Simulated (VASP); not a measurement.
## TiAl3 (TiAl3 (I4/mmm)): single point with PBE

The system is TiAl3 (TiAl3 (I4/mmm)).

```
CELL_PARAMETERS angstrom
7.68950 0.00000 0.00000
0.00000 7.68950 0.00000
0.00000 0.00000 8.62372
ATOMIC_POSITIONS crystal
Ti 0.00000 0.00000 0.00000
Ti 0.25000 0.25000 0.50000
Ti 0.00000 0.50000 0.00000
Ti 0.25000 0.75000 0.50000
Ti 0.50000 0.00000 0.00000
Ti 0.75000 0.25000 0.50000
Ti 0.50000 0.50000 0.00000
Ti 0.75000 0.75000 0.50000
Al 0.00000 0.00000 0.50000
Al 0.25000 0.25000 0.00000
Al 0.00000 0.25000 0.25000
Al 0.25000 0.00000 0.75000
Al 0.00000 0.25000 0.75000
Al 0.25000 0.00000 0.25000
Al 0.00000 0.50000 0.50000
Al 0.25000 0.75000 0.00000
Al 0.00000 0.75000 0.25000
Al 0.25000 0.50000 0.75000
Al 0.00000 0.75000 0.75000
Al 0.25000 0.50000 0.25000
Al 0.50000 0.00000 0.50000
Al 0.75000 0.25000 0.00000
Al 0.50000 0.25000 0.25000
Al 0.75000 0.00000 0.75000
Al 0.50000 0.25000 0.75000
Al 0.75000 0.00000 0.25000
Al 0.50000 0.50000 0.50000
Al 0.75000 0.75000 0.00000
Al 0.50000 0.75000 0.25000
Al 0.75000 0.50000 0.75000
Al 0.50000 0.75000 0.75000
Al 0.75000 0.50000 0.25000
```

```yaml
Program: VASP 6.6.1
Task: single point
Functional: PBE
Potentials_or_basis: VASP PAW PBE potentials, release 64 (Ti_sv, Al)
Cutoff: 520 eV
k_mesh: 1 × 1 × 1
Occupations: methfessel-paxton, width 0.1 eV
Spin: no spin polarisation
Dipole_correction: no
Further_INCAR_settings: LREAL = Auto; ALGO = Normal; EDIFF = 1e-06; NBANDS = 106
```

```
Pressure               : -0.7 GPa
Band gap on the k mesh : zero (filled and empty bands touch)
```

Stress tensor (GPa, compression positive):
```
-1.88  0.00  0.00
 0.00 -1.88  0.00
 0.00  0.00  1.63
```

Levels at points of the mesh, in eV from the Fermi level:
```csv
k point,band 80,band 81,band 82,band 83,band 84,band 85
"(0.00, 0.00, 0.00)",-1.23,-1.23,-0.49,0.00,0.00,0.00
```

It took 54 s on 1 thread of AMD EPYC 9R45 96-Core Processor (Zen 5), on a shared host, peak memory 0.43 GiB.

Caveat: the k points lie up to 0.82 Å⁻¹ apart.
